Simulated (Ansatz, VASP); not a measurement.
Ti: VASP beside Ansatz

```xyz
2
Lattice="2.9405 0.0000 0.0000 -1.4703 2.5466 0.0000 0.0000 0.0000 4.6640" Properties=species:S:1:pos:R:3 pbc="T T T"
Ti    0.0000    1.6977    1.1660
Ti    1.4703    0.8489    3.4980
```

Alike in both runs: functional PBE; k mesh 18 × 18 × 10; occupations fermi-dirac, width 0.15 eV; no spin polarisation.

Ansatz relaxed the structure, and its values are those at the end. VASP's run is a single point on that final structure, the one shown.

|  | VASP | Ansatz |
| --- | --- | --- |
| version | VASP 6.6.1 | Ansatz 0.2.0 |
| potentials or method | VASP PAW PBE potentials, release 64 (Ti_sv), cutoff 500 eV | scalar-relativistic, plane waves, PAW |
| valence electrons in the cell | 24 | 24 |

VASP gave:

- gap on the k mesh at the Fermi level (eV): none
- pressure (GPa): -0.3

Estimate Ansatz's values.

gap on the k mesh at the Fermi level (eV): none; pressure (GPa): 0.0.

A gap of «none» marks a metal or a gap that the smearing closes.
